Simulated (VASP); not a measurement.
The system is MoS2.

```
CELL_PARAMETERS angstrom
1.58550 0.91539 6.11500
-1.58550 0.91539 6.11500
0.00000 -1.83078 6.11500
ATOMIC_POSITIONS crystal
Mo 0.00000 0.00000 0.00000
S 0.75000 0.75000 0.75000
S 0.25000 0.25000 0.25000
```

| Item | Value |
| --- | --- |
| Program | VASP 6.6.1 |
| Task | relaxation of cell and atoms |
| Functional | PBEsol |
| Potentials or basis | VASP PAW PBE potentials, release 64 (Mo_sv, S) |
| Cutoff | 600 eV |
| k mesh | 9 × 9 × 9 |
| Occupations | gaussian, width 0.1 eV |
| Spin | no spin polarisation |

At the start: pressure 2.8 GPa; volume 17.75 Å³/atom.

Question: Where does the relaxation end?

Answer: Over 14 steps the energy falls by 15.9 meV/atom and the volume is 17.29 Å³/atom (-2.6 %); space group R-3m (No. 166, to 0.05 Å).

Step by step:
```
step  energy change (eV)  largest force (eV/Å)  pressure (GPa)  volume (Å³)
   1              0.0000                0.7501            2.80        53.25
   2              0.0241                0.7120           -7.16        55.66
   3             -0.0258                0.0989           -1.65        54.24
   4             -0.0410                0.0601           -0.86        53.40
   5             -0.0442                0.0257           -0.19        52.78
   6             -0.0442                0.0285           -0.23        52.82
   7             -0.0446                0.0883            0.21        52.64
   8             -0.0446                0.0987            0.30        52.60
   9             -0.0448                0.0975            0.30        52.58
  10             -0.0453                0.0939            0.24        52.50
  11             -0.0461                0.0863            0.15        52.36
  12             -0.0470                0.0702           -0.01        52.06
  13             -0.0471                0.0641           -0.05        51.96
  14             -0.0476                0.0079           -0.30        51.87
```

Final structure:
```
CELL_PARAMETERS angstrom
1.56441 0.90321 6.11811
-1.56441 0.90321 6.11811
0.00000 -1.80643 6.11811
ATOMIC_POSITIONS crystal
Mo 0.00000 0.00000 0.00000
S 0.75362 0.75362 0.75362
S 0.24638 0.24638 0.24638
```

Caveat: the PAW data sets were made with another functional, which shifts forces and pressure a little; the relaxation stopped at a loose force limit of 0.05 eV/Å, so its end isn't a converged minimum.
